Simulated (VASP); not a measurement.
Os: electric field gradients with PBEsol

The system is Os.

```xyz
1
Lattice="0.0000 1.9831 1.9831 1.9831 0.0000 1.9831 1.9831 1.9831 0.0000" Properties=species:S:1:pos:R:3 pbc="T T T"
Os    0.0000    0.0000    0.0000
```

This cell differs from its parent crystal: volume scaled by 1.06.

```
Program                : VASP 6.6.1
Task                   : electric field gradients
Functional             : PBEsol
Potentials or basis    : VASP PAW PBE potentials, release 64 (Os)
Cutoff                 : 520 eV
k mesh                 : 14 × 14 × 14
Occupations            : fermi-dirac, width 0.05 eV
Spin                   : no spin polarisation
Dipole correction      : no
Further INCAR settings : ALGO = Normal; EDIFF = 1e-08; NBANDS = 10
```

| Quantity | Value |
| --- | --- |
| Pressure | -36.6 GPa |
| Band gap on the k mesh | zero (band 4 reaches 9.75 eV, above the bottom of band 5 at 6.47 eV) |

Levels at points of the mesh, in eV from the Fermi level:
```tsv
k point	band 2	band 3	band 4	band 5	band 6	band 7
(0.00, 0.00, 0.00)	-2.53	-2.53	-2.53	0.05	0.05	14.34
(0.50, 0.00, 0.00)	-2.65	-2.65	-0.15	2.09	2.09	7.69
(0.50, 0.50, 0.00)	-5.86	2.05	2.17	2.66	2.66	10.58
```

Run time: 6.5 s on 1 thread of Intel(R) Xeon(R) 6975P-C (Granite Rapids), with other jobs on the host, peak memory 0.15 GiB.

Caveat: without QUAD_EFG the Cq values of the log hold for a quadrupole moment of 1 mb, not for the nuclei; the PAW data sets were made with another functional, which shifts forces and pressure a little; spin-orbit coupling is left out, which moves the levels of the heavy elements.
